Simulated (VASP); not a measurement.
# Co (Fm-3m) in VASP: notebook

Runs on Co. Level: PBE. Tasks: single point.

All numbers are computed with VASP 6.6.1; they aren't measurements. Logs are shortened: lines on timing, memory, paths and dates and some standing lists are left out, and cuts for length are marked.

## Step 1: The cell of the first run

Symmetry: Fm-3m, No. 225, cubic system. The conventional cell has a = 3.569 Å, b = 3.569 Å, c = 3.569 Å, α = 90.00°, β = 90.00°, γ = 90.00°. Within 3.3 Å of Co (site symmetry m-3m) lie 12 Co at 2.52 Å.

This isn't the form of Co at room conditions, which is hcp.

## Step 2: Single point, PBE, collinear spin, antiferromagnetic start

The input, INCAR:

```
SYSTEM = Co
PREC = Accurate
ENCUT = 520
EDIFF = 1E-6
ISMEAR = -1
SIGMA = 0.1
LREAL = .FALSE.
LASPH = .TRUE.
NELM = 150
ALGO = Normal
ISIF = 2
LWAVE = .FALSE.
LCHARG = .TRUE.
ISPIN = 2
MAGMOM = 3 -3
LORBIT = 11
LMAXMIX = 4
GGA = PE
LELF = .TRUE.
LVHAR = .TRUE.
ISYM = 0
NBANDS = 20
```

The input, KPOINTS:

```
Automatic mesh
0
G
  13 7 13
  0 0 0
```

The input, POSCAR:

```
Co
1.0
    0.0000000000      1.7844000000      1.7844000000
    3.5688000000      0.0000000000      3.5688000000
    1.7844000000      1.7844000000      0.0000000000
Co
2
Direct
    0.0000000000      0.0000000000      0.0000000000
    0.0000000000      0.5000000000      0.0000000000
```

Potentials or basis: VASP PAW PBE potentials, release 64 (Co).

Run with:

```bash
cat potpaw_PBE.64/Co/POTCAR > POTCAR
mpirun -np 1 vasp_std > vasp.out
```

OUTCAR:

```text
SYSTEM = Co
   PREC = Accurate
   ENCUT = 520
   EDIFF = 1E-6
   ISMEAR = -1
   LREAL = .FALSE.
   LASPH = .TRUE.
   NELM = 150
   ISIF = 2
   ISPIN = 2
   LORBIT = 11
   GGA = PE
   ISYM = 0

 ion  position               nearest neighbor table
   1  0.000  0.000  0.000-   2 2.52   2 2.52   2 2.52   2 2.52   2 2.52   2 2.52
   2  0.000  0.500  0.000-   1 2.52   1 2.52   1 2.52   1 2.52   1 2.52   1 2.52

IMPORTANT INFORMATION: All symmetrisations will be switched off!
NOSYMM: (Re-)initialisation of all symmetry stuff for point group C_1.

----------------------------------------------------------------------------------------

                                     Primitive cell

  volume of cell :      22.7267

  direct lattice vectors                    reciprocal lattice vectors
     0.000000000  1.784400000  1.784400000    -0.280206232  0.280206232  0.280206232
     3.568800000  0.000000000  3.568800000     0.140103116 -0.140103116  0.140103116
     1.784400000  1.784400000  0.000000000     0.280206232  0.280206232 -0.280206232

  length of vectors
     2.523522681  5.047045361  2.523522681     0.485331430  0.242665715  0.485331430

  position of ions in fractional coordinates (direct lattice)
     0.000000000  0.000000000  0.000000000
     0.000000000  0.500000000  0.000000000

  ion indices of the primitive-cell ions
   primitive index   ion index
                 1           1
                 2           2

----------------------------------------------------------------------------------------

 KPOINTS: Automatic mesh

Automatic generation of k-mesh.
 Grid dimensions read from file:
 generate k-points for:   13    7   13

 Generating k-lattice:

  Cartesian coordinates                     Fractional coordinates (reciprocal lattice)
    -0.021554326  0.021554326  0.021554326     0.076923077  0.000000000  0.000000000
     0.020014731 -0.020014731  0.020014731     0.000000000  0.142857143  0.000000000
     0.021554326  0.021554326 -0.021554326     0.000000000  0.000000000  0.076923077

  Length of vectors
     0.037333187  0.034666531  0.037333187

  Shift w.r.t. Gamma in fractional coordinates (k-lattice)
     0.000000000  0.000000000  0.000000000

 -----------------------------------------------------------------------------
|                                                                             |
|           W    W    AA    RRRRR   N    N  II  N    N   GGGG   !!!           |
|           W    W   A  A   R    R  NN   N  II  NN   N  G    G  !!!           |
|           W    W  A    A  R    R  N N  N  II  N N  N  G       !!!           |
|           W WW W  AAAAAA  RRRRR   N  N N  II  N  N N  G  GGG   !            |
|           WW  WW  A    A  R   R   N   NN  II  N   NN  G    G                |
|           W    W  A    A  R    R  N    N  II  N    N   GGGG   !!!           |
|                                                                             |
|     Your reciprocal lattice and k-lattice belong to different lattice       |
|     classes:                                                                |
|                                                                             |
|        The reciprocal lattice is rhombohedral (trigonal),                   |
|        whereas your k-lattice is base-centered monoclinic.                  |
|                                                                             |
|     Results are often still useful ...                                      |
|                                                                             |
 -----------------------------------------------------------------------------

 WARNING: IBZKPT: internal override: KBLOWUP is changed to .FALSE.
      ... skipping the blow-up phase ...

 Subroutine IBZKPT returns following result:
 ===========================================

 Found    592 irreducible k-points:

 Following reciprocal coordinates:
            Coordinates               Weight
  0.000000  0.000000  0.000000      1.000000
  0.076923  0.000000  0.000000      2.000000
  0.153846  0.000000  0.000000      2.000000
  0.230769  0.000000  0.000000      2.000000
  0.307692  0.000000  0.000000      2.000000
  0.384615  0.000000  0.000000      2.000000
[... 16 lines left out ...]
  0.153846  0.285714  0.000000      2.000000
  0.230769  0.285714  0.000000      2.000000
 [... further k-points ...]
   k-points           NKPTS =    592   k-points in BZ     NKDIM =    592   number of bands    NBANDS=     20
   number of dos      NEDOS =    301   number of ions     NIONS =      2
   total plane-waves  NPLWV =  16000
   dimension x,y,z NGX =    20 NGY =   40 NGZ =   20
   dimension x,y,z NGXF=    40 NGYF=   80 NGZF=   40
   ions per type =               2
   NGX,Y,Z   is equivalent  to a cutoff of  13.18, 13.18, 13.18 a.u.
   NGXF,Y,Z  is equivalent  to a cutoff of  26.35, 26.35, 26.35 a.u.
 SYSTEM =  Co
   PREC   = accura    normal or accurate (medium, high low for compatibility)
   ISTART =      0    job   : 0-new  1-cont  2-samecut
   ICHARG =      2    charge: 1-file 2-atom 10-const
   ISPIN  =      2    spin polarized calculation?
   LNONCOLLINEAR =      F non collinear calculations
   LSORBIT =      F    spin-orbit coupling
   LASPH  =      T    aspherical Exc in radial PAW
   ENCUT  =  520.0 eV  38.22 Ry    6.18 a.u.   4.69  9.38  4.69*2*pi/ulx,y,z
   NELM   =    150;   NELMIN=  2; NELMDL= -5     # of ELM steps
   EDIFF  = 0.1E-05   stopping-criterion for ELM
   LREAL  =      F    real-space projection
   EDIFFG = 0.1E-04   stopping-criterion for IOM
   NSW    =      0    number of steps for IOM
   IBRION =     -1    ionic relax: 0-MD 1-quasi-New 2-CG
   NFREE  =      0    steps in history (QN), initial steepest desc. (CG)
   ISIF   =      2    stress and relaxation
   ISYM   =      0    0-nonsym 1-usesym 2-fastsym
   POTIM  = 0.5000    time-step for ionic-motion
   TEBEG  =    0.0;   TEEND  =   0.0 temperature during run
   PSTRESS=    0.0 pullay stress
   NELECT =      18.0000    total number of electrons
   NUPDOWN=      -1.0000    fix difference up-down
   EMIN   =  10.00;   EMAX   =-10.00  energy-range for DOS
   EFERMI =   0.00;   METHOD = LEGACY
   ISMEAR =    -1;   SIGMA  =   0.10  broadening in eV -4-tet -1-fermi 0-gaus
   EFERMI_NEDOS =   21; number of points for ismear=-14 and -15
   IALGO  =     38    algorithm
   IMIX   =      4    mixing-type and parameters
     AMIX     =   0.40;   BMIX     =  1.00
     AMIX_MAG =   1.60;   BMIX_MAG =  1.00
  volume/ion in A,a.u.               =      11.36        76.68
  Fermi-wavevector in a.u.,A,eV,Ry     =   1.514677  2.862325 31.215130  2.294247
  Thomas-Fermi vector in A             =   2.624303
   LORBIT       =     11    0 simple, 1 ext, 2 COOP (PROOUT), +10 PAW based schemes
   GGA     = PE    functional components
   LHFCALC =     F    Hartree Fock is set to
   AEXX    =    0.0000 exact exchange contribution
   IVDW    =     0    specifies the selected vdW correction
   LEPSILON=     F    determine dielectric tensor
   LRPA    =     F    only Hartree local field effects (RPA)
 spin polarized calculation
  energy-cutoff  :      520.00
  volume of cell :       22.73
 maximum number of plane-waves:       633
   NGX =  9   NGY = 19   NGZ =  9

 number of electron      18.0000011 magnetization      -0.0009504

 number of electron      18.0000011 magnetization       0.0018706

 Free energy of the ion-electron system (eV)
  ---------------------------------------------------
  ext. energy  EPLUGINS =         0.00000000
  ---------------------------------------------------
  free energy    TOTEN  =       -13.64888721 eV

  energy without entropy =      -13.49451231  energy(sigma->0) =      -13.57169976

 E-fermi :   9.5496     XC(G=0): -13.1462

 val. band max:        9.5490095224   @ k =  -0.3846   0.1429   0.3846
 cond. band min:       9.5499534050   @ k =  -0.2308  -0.1429   0.4615
 fundamental gap:      0.0009438826
 Fermi energy:         9.5495793999

 spin component 1

 k-point     1 :       0.0000    0.0000    0.0000
  band No.  band energies     occupation
      1       0.9655      1.00000
      2       5.0942      1.00000
      3       7.3732      1.00000
      4       7.3732      1.00000
      5       7.7952      1.00000
      6       7.8933      1.00000
[... 12 lines left out ...]
     19      36.4364      0.00000
     20      36.4437      0.00000

 k-point     2 :       0.0769    0.0000    0.0000
  band No.  band energies     occupation
      1       1.1926      1.00000
      2       5.2179      1.00000
      3       7.2974      1.00000
      4       7.4618      1.00000
      5       7.7253      1.00000
      6       7.8393      1.00000
[... 498 lines left out ...]
 k-point    24 :       0.2308    0.2857    0.0000
  band No.  band energies     occupation
      1       2.8312      1.00000
      2       6.0156      1.00000
      3       6.7851      1.00000
      4       6.9774      1.00000
      5       7.6063      1.00000
      6       8.0377      1.00000
[... 12 lines left out ...]
     19      31.7075      0.00000
     20      33.7075      0.00000

 [... further k-points ...]

 spin component 2

 k-point     1 :       0.0000    0.0000    0.0000
  band No.  band energies     occupation
      1       0.9655      1.00000
      2       5.0949      1.00000
      3       7.3743      1.00000
      4       7.3743      1.00000
      5       7.7963      1.00000
      6       7.8943      1.00000
[... 12 lines left out ...]
     19      36.4367      0.00000
     20      36.4437      0.00000

 k-point     2 :       0.0769    0.0000    0.0000
  band No.  band energies     occupation
      1       1.1926      1.00000
      2       5.2186      1.00000
      3       7.2985      1.00000
      4       7.4629      1.00000
      5       7.7264      1.00000
      6       7.8404      1.00000
[... 498 lines left out ...]
 k-point    24 :       0.2308    0.2857    0.0000
  band No.  band energies     occupation
      1       2.8312      1.00000
      2       6.0164      1.00000
      3       6.7859      1.00000
      4       6.9785      1.00000
      5       7.6071      1.00000
      6       8.0390      1.00000
[... 12 lines left out ...]
     19      31.7075      0.00000
     20      33.7075      0.00000

 [... further k-points ...]

------------------------ aborting loop because EDIFF is reached ----------------------------------------

  FORCE on cell =-STRESS in cart. coord.  units (eV):
  Direction    XX          YY          ZZ          XY          YZ          ZX
  --------------------------------------------------------------------------------------
  -------------------------------------------------------------------------------------
  Total       -1.8611172     -1.8776065     -1.8611186     -0.1971985     -0.1972019      0.1925806
  in kB     -131.2041824   -132.3666341   -131.2042780    -13.9020106    -13.9022460     13.5764546
  external PRESSURE =    -131.5916982 kB  Pullay stress =       0.0000000 kB

 VOLUME and BASIS-vectors are now :
 -----------------------------------------------------------------------------
  energy-cutoff  :      520.00
  volume of cell :       22.73
      direct lattice vectors                 reciprocal lattice vectors
     0.000000000  1.784400000  1.784400000    -0.280206232  0.280206232  0.280206232
     3.568800000  0.000000000  3.568800000     0.140103116 -0.140103116  0.140103116
     1.784400000  1.784400000  0.000000000     0.280206232  0.280206232 -0.280206232

 POSITION                                       TOTAL-FORCE (eV/Angst)
 -----------------------------------------------------------------------------------
      0.00000      0.00000      0.00000         0.000000     -0.000000     -0.000000
      1.78440      0.00000      1.78440        -0.000000      0.000000      0.000000
 -----------------------------------------------------------------------------------
    total drift:                               -0.000001      0.000000     -0.000001

  FREE ENERGIE OF THE ION-ELECTRON SYSTEM (eV)
  ---------------------------------------------------
  free  energy   TOTEN  =       -13.6488872094 eV

  energy  without entropy=      -13.4945123128  energy(sigma->0) =      -13.57169976

 total charge

# of ion       s       p       d       tot
------------------------------------------
    1        0.468   0.481   7.236   8.185
    2        0.468   0.481   7.236   8.185
--------------------------------------------------
tot          0.936   0.963  14.472  16.370

 magnetization (x)

# of ion       s       p       d       tot
------------------------------------------
    1        0.000   0.008   1.109   1.116
    2       -0.000  -0.008  -1.106  -1.114
--------------------------------------------------
tot         -0.000  -0.000   0.002   0.002
```

It took 7.7 min on 1 thread of Intel Xeon Platinum 8488C (Sapphire Rapids), shared host; peak memory 0.46 GiB.

What came out:

| Item | Value |
| --- | --- |
| Free energy | -13.6489 eV |
| Pressure | -13.2 GPa |
| Band gap on the k mesh | zero (filled and empty bands overlap) |
| Net moment | 0.00 μB per cell |
| Site moments | Co +1.12, -1.11 μB |
| Valence electrons inside the program's atomic spheres | Co 8.19 |

Caveat: the cell stands under tension.

## Step 3: Single point, PBE

The input, INCAR:

```
SYSTEM = Co
PREC = Accurate
ENCUT = 520
EDIFF = 1E-7
ISMEAR = -1
SIGMA = 0.1
LREAL = .FALSE.
LASPH = .TRUE.
NELM = 80
ALGO = Normal
ISIF = 2
LWAVE = .FALSE.
LCHARG = .FALSE.
GGA = PE
NBANDS = 16
ISYM = 0
```

The input, KPOINTS:

```
regular mesh
0
G
  13 7 13
  0 0 0
```

POSCAR is that of step 2.

Potentials or basis: VASP PAW PBE potentials, release 64 (Co).

Run with:

```bash
cat potpaw_PBE.64/Co/POTCAR > POTCAR
mpirun -np 1 vasp_std > vasp.out
```

Run time: 4.1 min. Hardware: 1 thread of Intel Xeon 8259CL, shared host; peak memory 0.3 GiB.

Results (log left out):

| Item | Value |
| --- | --- |
| Free energy | -13.6160 eV |
| Pressure | -19.2 GPa |
| Band gap on the k mesh | zero (bands 9 and 10 overlap by 1.05 eV) |

Levels at points of the mesh, in eV from the Fermi level:
```csv
k point,band 5,band 6,band 7,band 8,band 9,band 10,band 11,band 12,band 13,band 14
"(0.00, 0.00, 0.00)",-1.65,-1.65,-1.65,-0.49,-0.49,0.01,0.30,0.30,6.44,21.38
```

Caveat: the cell stands under tension; the run has no spin polarisation, though such a crystal can be magnetic.

(Continued in part 2 of 2.)
